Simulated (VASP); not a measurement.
# GaN (P6_3mc) in VASP: single point with PBE

Aim: the single point of GaN with PBE.

All numbers are computed with VASP 6.6.1; they aren't measurements. Logs are shortened: lines on timing, memory, paths and dates and some standing lists are left out, and cuts for length are marked.

**1. The cell of the first run**

Symmetry: P6_3mc, No. 186, hexagonal system. The conventional cell has a = 3.218 Å, b = 3.218 Å, c = 5.243 Å, α = 90.00°, β = 90.00°, γ = 120.00°. Ga (site symmetry 3m) has 4 N at 1.97 to 1.98 Å within 2.6 Å. Within 2.6 Å of N (site symmetry 3m) lie 4 Ga at 1.97 to 1.98 Å.

**2. Single point, PBE**

The input, INCAR:

```
PREC = Accurate
ENCUT = 520
EDIFF = 1E-6
ISMEAR = 0
SIGMA = 0.02
LREAL = F
LASPH = T
NELM = 80
ALGO = Normal
ISIF = 2
LWAVE = F
LCHARG = F
GGA = PE
NBANDS = 26
```

The input, KPOINTS:

```
regular mesh
0
Gamma
  12 12 6
```

The input, POSCAR:

```
GaN
1.0
    3.2183708227      0.0000000000      0.0000000000
   -1.6091854114      2.7871908913      0.0000000000
    0.0000000000      0.0000000000      5.2431684705
Ga N
2 2
Direct
    0.6666666667      0.3333333333      0.4991348691
    0.3333333333      0.6666666667      0.9991348691
    0.6666666667      0.3333333333      0.8758651309
    0.3333333333      0.6666666667      0.3758651309
```

Potentials or basis: VASP PAW PBE potentials, release 64 (Ga_d, N).

Run with:

```bash
$ cat potpaw_PBE.64/Ga_d/POTCAR potpaw_PBE.64/N/POTCAR > POTCAR
$ mpirun -np 1 vasp_std > vasp.out
```

OUTCAR:

```text
PREC = Accurate
   ENCUT = 520
   EDIFF = 1E-6
   ISMEAR = 0
   LREAL = F
   LASPH = T
   NELM = 80
   ISIF = 2
   GGA = PE

 ion  position               nearest neighbor table
   1  0.667  0.333  0.499-   4 1.97   4 1.97   4 1.97   3 1.98
   2  0.333  0.667  0.999-   3 1.97   3 1.97   3 1.97   4 1.98
   3  0.667  0.333  0.876-   2 1.97   2 1.97   2 1.97   1 1.98
   4  0.333  0.667  0.376-   1 1.97   1 1.97   1 1.97   2 1.98

  LATTYP: Found a hexagonal cell.
 ALAT       =     3.2183708227
 C/A-ratio  =     1.6291374610

  Lattice vectors:

 A1 = (   3.2183708227,   0.0000000000,   0.0000000000)
 A2 = (  -1.6091854114,   2.7871908913,   0.0000000000)
 A3 = (   0.0000000000,   0.0000000000,   5.2431684705)

Analysis of symmetry for initial positions (statically):
=====================================================================
 Subroutine PRICEL returns:
 Original cell was already a primitive cell.

 Routine SETGRP: Setting up the symmetry group for a
 hexagonal supercell.

 Subroutine GETGRP returns: Found 12 space group operations
 (whereof  6 operations were pure point group operations)
 out of a pool of 24 trial point group operations.

The static configuration has the point symmetry C_3v.
 The point group associated with its full space group is C_6v.

Analysis of symmetry for dynamics (positions and initial velocities):
=====================================================================
 Subroutine PRICEL returns:
 Original cell was already a primitive cell.

 Routine SETGRP: Setting up the symmetry group for a
 hexagonal supercell.

 Subroutine GETGRP returns: Found 12 space group operations
 (whereof  6 operations were pure point group operations)
 out of a pool of 24 trial point group operations.

The dynamic configuration has the point symmetry C_3v.
 The point group associated with its full space group is C_6v.

 Subroutine INISYM returns: Found 12 space group operations
 (whereof  6 operations are pure point group operations),
 and found     1 'primitive' translations

----------------------------------------------------------------------------------------

                                     Primitive cell

  volume of cell :      47.0323

  direct lattice vectors                    reciprocal lattice vectors
     3.218370823  0.000000000  0.000000000     0.310716215  0.179392090  0.000000000
    -1.609185411  2.787190891  0.000000000     0.000000000  0.358784181  0.000000000
     0.000000000  0.000000000  5.243168470     0.000000000  0.000000000  0.190724369

  length of vectors
     3.218370823  3.218370823  5.243168470     0.358784181  0.358784181  0.190724369

  position of ions in fractional coordinates (direct lattice)
     0.666666667  0.333333333  0.499134869
     0.333333333  0.666666667  0.999134869
     0.666666667  0.333333333  0.875865131
     0.333333333  0.666666667  0.375865131

  ion indices of the primitive-cell ions
   primitive index   ion index
                 1           1
                 2           2
                 3           3
                 4           4

----------------------------------------------------------------------------------------

 KPOINTS: regular mesh

Automatic generation of k-mesh.
 Grid dimensions read from file:
 generate k-points for:   12   12    6

 Generating k-lattice:

  Cartesian coordinates                     Fractional coordinates (reciprocal lattice)
     0.025893018  0.014949341  0.000000000     0.083333333  0.000000000  0.000000000
     0.000000000  0.029898682  0.000000000     0.000000000  0.083333333  0.000000000
     0.000000000  0.000000000  0.031787395     0.000000000  0.000000000  0.166666667

  Length of vectors
     0.029898682  0.029898682  0.031787395

  Shift w.r.t. Gamma in fractional coordinates (k-lattice)
     0.000000000  0.000000000  0.000000000

 Subroutine IBZKPT returns following result:
 ===========================================

 Found     76 irreducible k-points:

 Following reciprocal coordinates:
            Coordinates               Weight
  0.000000  0.000000  0.000000      1.000000
  0.083333  0.000000  0.000000      6.000000
  0.166667  0.000000  0.000000      6.000000
  0.250000  0.000000  0.000000      6.000000
  0.333333  0.000000  0.000000      6.000000
  0.416667  0.000000  0.000000      6.000000
[... 16 lines left out ...]
  0.250000  0.000000  0.166667     12.000000
  0.333333  0.000000  0.166667     12.000000
 [... further k-points ...]
   k-points           NKPTS =     76   k-points in BZ     NKDIM =     76   number of bands    NBANDS=     26
   number of dos      NEDOS =    301   number of ions     NIONS =      4
   total plane-waves  NPLWV =  23040
   dimension x,y,z NGX =    24 NGY =   24 NGZ =   40
   dimension x,y,z NGXF=    48 NGYF=   48 NGZF=   80
   ions per type =               2   2
   NGX,Y,Z   is equivalent  to a cutoff of  12.40, 12.40, 12.68 a.u.
   NGXF,Y,Z  is equivalent  to a cutoff of  24.79, 24.79, 25.37 a.u.
 SYSTEM =  unknown system
   PREC   = accura    normal or accurate (medium, high low for compatibility)
   ISTART =      0    job   : 0-new  1-cont  2-samecut
   ICHARG =      2    charge: 1-file 2-atom 10-const
   ISPIN  =      1    spin polarized calculation?
   LNONCOLLINEAR =      F non collinear calculations
   LSORBIT =      F    spin-orbit coupling
   LASPH  =      T    aspherical Exc in radial PAW
   ENCUT  =  520.0 eV  38.22 Ry    6.18 a.u.   5.98  5.98  9.75*2*pi/ulx,y,z
   NELM   =     80;   NELMIN=  2; NELMDL= -5     # of ELM steps
   EDIFF  = 0.1E-05   stopping-criterion for ELM
   LREAL  =      F    real-space projection
   EDIFFG = 0.1E-04   stopping-criterion for IOM
   NSW    =      0    number of steps for IOM
   IBRION =     -1    ionic relax: 0-MD 1-quasi-New 2-CG
   NFREE  =      0    steps in history (QN), initial steepest desc. (CG)
   ISIF   =      2    stress and relaxation
   ISYM   =      2    0-nonsym 1-usesym 2-fastsym
   POTIM  = 0.5000    time-step for ionic-motion
   TEBEG  =    0.0;   TEEND  =   0.0 temperature during run
   PSTRESS=    0.0 pullay stress
   NELECT =      36.0000    total number of electrons
   NUPDOWN=      -1.0000    fix difference up-down
   EMIN   =  10.00;   EMAX   =-10.00  energy-range for DOS
   EFERMI =   0.00;   METHOD = LEGACY
   ISMEAR =     0;   SIGMA  =   0.02  broadening in eV -4-tet -1-fermi 0-gaus
   EFERMI_NEDOS =   21; number of points for ismear=-14 and -15
   IALGO  =     38    algorithm
   IMIX   =      4    mixing-type and parameters
     AMIX     =   0.40;   BMIX     =  1.00
     AMIX_MAG =   1.60;   BMIX_MAG =  1.00
  volume/ion in A,a.u.               =      11.76        79.35
  Fermi-wavevector in a.u.,A,eV,Ry     =   1.497534  2.829930 30.512550  2.242609
  Thomas-Fermi vector in A             =   2.609410
   LORBIT       =      0    0 simple, 1 ext, 2 COOP (PROOUT), +10 PAW based schemes
   GGA     = PE    functional components
   LHFCALC =     F    Hartree Fock is set to
   AEXX    =    0.0000 exact exchange contribution
   IVDW    =     0    specifies the selected vdW correction
   LEPSILON=     F    determine dielectric tensor
   LRPA    =     F    only Hartree local field effects (RPA)
 non-spin polarized calculation
 Gauss-broadening in eV      SIGMA  =   0.02
  energy-cutoff  :      520.00
  volume of cell :       47.03
 maximum number of plane-waves:      1290
 NGX is ok and might be reduce to    24
   NGX = 11   NGY = 11   NGZ = 19

 number of electron      35.9999957 magnetization

 Free energy of the ion-electron system (eV)
  ---------------------------------------------------
  ext. energy  EPLUGINS =         0.00000000
  ---------------------------------------------------
  free energy    TOTEN  =       -24.32786859 eV

  energy without entropy =      -24.32786859  energy(sigma->0) =      -24.32786859

 E-fermi :   5.1653     XC(G=0): -11.5151

 val. band max:        5.0086712343   @ k =   0.0000   0.0000   0.0000
 cond. band min:       6.7245685109   @ k =   0.0000   0.0000   0.0000
 fundamental gap:      1.7158972765
 Fermi energy:         5.1652693480

 k-point     1 :       0.0000    0.0000    0.0000
  band No.  band energies     occupation
      1     -10.7266      2.00000
      2      -9.9034      2.00000
      3      -8.4117      2.00000
      4      -8.3974      2.00000
      5      -8.3974      2.00000
      6      -8.3416      2.00000
[... 18 lines left out ...]
     25      16.4967      0.00000
     26      16.4967      0.00000

 k-point     2 :       0.0833    0.0000    0.0000
  band No.  band energies     occupation
      1     -10.6623      2.00000
      2      -9.8876      2.00000
      3      -8.4058      2.00000
      4      -8.3881      2.00000
      5      -8.3737      2.00000
      6      -8.3344      2.00000
[... 18 lines left out ...]
     25      16.1517      0.00000
     26      16.6458      0.00000

 k-point     3 :       0.1667    0.0000    0.0000
  band No.  band energies     occupation
      1     -10.4885      2.00000
      2      -9.8492      2.00000
      3      -8.3835      2.00000
      4      -8.3655      2.00000
      5      -8.3201      2.00000
      6      -8.2947      2.00000
[... 18 lines left out ...]
     25      16.1661      0.00000
     26      16.9982      0.00000

 k-point     4 :       0.2500    0.0000    0.0000
  band No.  band energies     occupation
      1     -10.2634      2.00000
      2      -9.8076      2.00000
      3      -8.3604      2.00000
      4      -8.3432      2.00000
      5      -8.2816      2.00000
      6      -8.2482      2.00000
[... 18 lines left out ...]
     25      16.2716      0.00000
     26      17.4684      0.00000

 k-point     5 :       0.3333    0.0000    0.0000
  band No.  band energies     occupation
      1     -10.0664      2.00000
      2      -9.7776      2.00000
      3      -8.3482      2.00000
      4      -8.3319      2.00000
      5      -8.2548      2.00000
      6      -8.2034      2.00000
[... 18 lines left out ...]
     25      16.4602      0.00000
     26      17.9318      0.00000

 k-point     6 :       0.4167    0.0000    0.0000
  band No.  band energies     occupation
      1      -9.9478      2.00000
      2      -9.7624      2.00000
      3      -8.3481      2.00000
      4      -8.3296      2.00000
      5      -8.2445      2.00000
      6      -8.1990      2.00000
[... 427 lines left out ...]
 k-point    21 :       0.0833    0.0000    0.1667
  band No.  band energies     occupation
      1     -10.5889      2.00000
      2      -9.9109      2.00000
      3      -8.3968      2.00000
      4      -8.3864      2.00000
      5      -8.3585      2.00000
      6      -8.3396      2.00000
[... 18 lines left out ...]
     25      16.0080      0.00000
     26      16.4141      0.00000

 k-point    22 :       0.1667    0.0000    0.1667
  band No.  band energies     occupation
      1     -10.4234      2.00000
      2      -9.8661      2.00000
      3      -8.3800      2.00000
      4      -8.3624      2.00000
      5      -8.3246      2.00000
      6      -8.3010      2.00000
[... 18 lines left out ...]
     25      15.7800      0.00000
     26      16.7994      0.00000

 k-point    23 :       0.2500    0.0000    0.1667
  band No.  band energies     occupation
      1     -10.2121      2.00000
      2      -9.8170      2.00000
      3      -8.3606      2.00000
      4      -8.3373      2.00000
      5      -8.2937      2.00000
      6      -8.2549      2.00000
[... 18 lines left out ...]
     25      15.9153      0.00000
     26      17.3064      0.00000

 k-point    24 :       0.3333    0.0000    0.1667
  band No.  band energies     occupation
      1     -10.0303      2.00000
      2      -9.7810      2.00000
      3      -8.3521      2.00000
      4      -8.3228      2.00000
      5      -8.2688      2.00000
      6      -8.2107      2.00000
[... 18 lines left out ...]
     25      16.1692      0.00000
     26      17.8813      0.00000

 [... further k-points ...]

------------------------ aborting loop because EDIFF is reached ----------------------------------------

  FORCE on cell =-STRESS in cart. coord.  units (eV):
  Direction    XX          YY          ZZ          XY          YZ          ZX
  --------------------------------------------------------------------------------------
  -------------------------------------------------------------------------------------
  Total        0.0361490      0.0361490      0.0455538     -0.0000000      0.0000000      0.0000000
  in kB        1.2314303      1.2314303      1.5518111     -0.0000000      0.0000000      0.0000000
  external PRESSURE =       1.3382239 kB  Pullay stress =       0.0000000 kB

 VOLUME and BASIS-vectors are now :
 -----------------------------------------------------------------------------
  energy-cutoff  :      520.00
  volume of cell :       47.03
      direct lattice vectors                 reciprocal lattice vectors
     3.218370823  0.000000000  0.000000000     0.310716215  0.179392090  0.000000000
    -1.609185411  2.787190891  0.000000000     0.000000000  0.358784181  0.000000000
     0.000000000  0.000000000  5.243168470     0.000000000  0.000000000  0.190724369

 POSITION                                       TOTAL-FORCE (eV/Angst)
 -----------------------------------------------------------------------------------
      1.60919      0.92906      2.61705         0.000000      0.000000     -0.000121
     -0.00000      1.85813      5.23863        -0.000000      0.000000     -0.000121
      1.60919      0.92906      4.59231         0.000000     -0.000000      0.000121
     -0.00000      1.85813      1.97072        -0.000000      0.000000      0.000121
 -----------------------------------------------------------------------------------
    total drift:                               -0.000001     -0.000001     -0.001211

  FREE ENERGIE OF THE ION-ELECTRON SYSTEM (eV)
  ---------------------------------------------------
  free  energy   TOTEN  =       -24.3278685908 eV

  energy  without entropy=      -24.3278685908  energy(sigma->0) =      -24.32786859
```

Wall time 51 s (1 thread of Intel Xeon Platinum 8488C (Sapphire Rapids), shared host); peak memory 0.21 GiB.

What came out:

* Free energy: -24.3279 eV
* Pressure: 0.1 GPa
* Band gap on the k mesh: 1.72 eV, direct
